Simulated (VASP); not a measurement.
A run of VASP 6.6.1 is set up as follows.

POSCAR

```
NiO
1.0
    0.0000000000      2.0993200000      2.0993200000
    2.0993200000      0.0000000000      2.0993200000
    2.0993200000      2.0993200000      0.0000000000
Ni O
1 1
Direct
    0.0000000000      0.0000000000      0.0000000000
    0.5000000000      0.5000000000      0.5000000000
```

File INCAR.step1:

```
SYSTEM = NiO
PREC = Accurate ; ENCUT = 520
ISMEAR = -1 ; SIGMA = 0.02
LREAL = .FALSE. ; LASPH = .TRUE.
NELM = 150 ; ISPIN = 2
MAGMOM = 0.2 0 ; LMAXMIX = 4
NBANDS = 19 ; GGA = PE
ALGO = Normal ; EDIFF = 1E-4
LWAVE = .TRUE. ; LCHARG = .FALSE.
```

File INCAR.step2:

```
SYSTEM = NiO
PREC = Accurate ; ENCUT = 520
EDIFF = 1E-6 ; ISMEAR = -1
SIGMA = 0.02 ; LREAL = .FALSE.
LASPH = .TRUE. ; NELM = 150
ALGO = Normal ; ISIF = 2
LWAVE = .FALSE. ; LCHARG = .FALSE.
ISPIN = 2 ; MAGMOM = 0.2 0
LORBIT = 11 ; LMAXMIX = 4
METAGGA = R2SCAN ; LMIXTAU = .TRUE.
NBANDS = 19 ; ISTART = 1
```

The input KPOINTS:

```
Automatic mesh
0
G
  9 9 9
  0 0 0
```

Potentials or basis: VASP PAW PBE potentials, release 64 (Ni, O).

The run is started by

```bash
$ cat potpaw_PBE.64/Ni/POTCAR potpaw_PBE.64/O/POTCAR > POTCAR
$ cp INCAR.step1 INCAR
$ mpirun -np 1 vasp_std > vasp.out
$ cp INCAR.step2 INCAR
$ mpirun -np 1 vasp_std > vasp.out
```

Problem. Predict the net moment.

Solution. 0.00 μB per cell.

Problem. What does it give for the band gap on the k mesh?

Solution. Zero (filled and empty bands overlap).

Problem. Estimate the pressure.

Solution. -13.0 GPa.

Caveat: the PAW data sets were made with another functional, which shifts forces and pressure a little; semilocal functionals often make such compounds metallic where correlation or magnetic order opens a gap, which also shifts bond lengths. With open d or f shells a metallic result of r2SCAN can be an artefact of self-interaction; +U or a hybrid may open a gap.
